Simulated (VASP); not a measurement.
Runs of VASP 6.6.1 on TeAu. The structure is that of space group Fd-3m (No. 227), or close to it. The cells are those of the table. 

```tsv
task	cell	k mesh	cutoff (eV)	gap on the mesh (eV)	pressure (GPa)	relaxed volume (Å³/atom)
single point	a = 5.091 Å, angles 60.0°, 4 atoms	6 × 6 × 6	520	none	0.1	-
relaxation of cell and atoms	relaxed from a = 5.091 Å, angles 60.0°, 4 atoms	12 × 12 × 12	600	none	-0.1	(a)
single point	a = 5.096 Å, angles 60.0°, 4 atoms	12 × 12 × 12	520	none	-0.1	-
single point	a = 4.501 Å, angles 60.0°, 4 atoms	6 × 6 × 6	520	none	72.4	-
relaxation of cell and atoms	relaxed from a = 4.501 Å, angles 60.0°, 4 atoms	6 × 6 × 6	600	none	0.1	23.34
```

Alike in all rows: level PBE; potentials or basis VASP PAW PBE potentials, release 64 (Te, Au); no spin polarisation; smearing gaussian 0.1 eV.

Task: Fill in the values left out.

Result: (a) 23.38.

Caveats: spin-orbit coupling is left out, which moves the levels of the heavy elements; the volume moved by over 15 % at a fixed basis, so the end points are rough (some runs).

A k mesh can miss the band edges, and the runs leave out spin-orbit coupling on Au, Te.

A gap of «none» marks levels without a gap at the run's occupations.
